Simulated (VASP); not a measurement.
The system is Ti.

```
Ti
1.0
    -1.64100    1.64100    1.64100
     1.64100   -1.64100    1.64100
     1.64100    1.64100   -1.64100
Ti
1
Direct
  0.00000 0.00000 0.00000
```

This isn't the form of Ti at room conditions, which is hcp.

```yaml
Program: VASP 6.6.1
Task: relaxation of cell and atoms
Functional: PBEsol
Potentials_or_basis: VASP PAW PBE potentials, release 64 (Ti_sv)
Cutoff: 500 eV
k_mesh: 12 × 12 × 12
Occupations: fermi-dirac, width 0.15 eV
Spin: no spin polarisation
```

At the start: pressure -6.0 GPa; volume 17.68 Å³/atom.

**Question.** How do energy, volume and symmetry change on relaxing?

**Answer.** Over 3 steps the energy falls by 20.4 meV/atom and the volume is 16.64 Å³/atom (-5.9 %); space group Im-3m (No. 229, to 0.1 Å) before and after.

Step by step:
| step | energy change (eV) | largest force (eV/Å) | pressure (GPa) | volume (Å³) |
| --- | --- | --- | --- | --- |
| 1 | 0.0000 | 0.0000 | -6.03 | 17.68 |
| 2 | -0.0124 | 0.0000 | 4.33 | 16.03 |
| 3 | -0.0204 | 0.0000 | -0.01 | 16.64 |

Final structure:
```
Ti
1.0
    -1.60824    1.60824    1.60824
     1.60824   -1.60824    1.60824
     1.60824    1.60824   -1.60824
Ti
1
Direct
  0.00000 0.00000 0.00000
```

Caveat: the PAW data sets were made with another functional, which shifts forces and pressure a little.
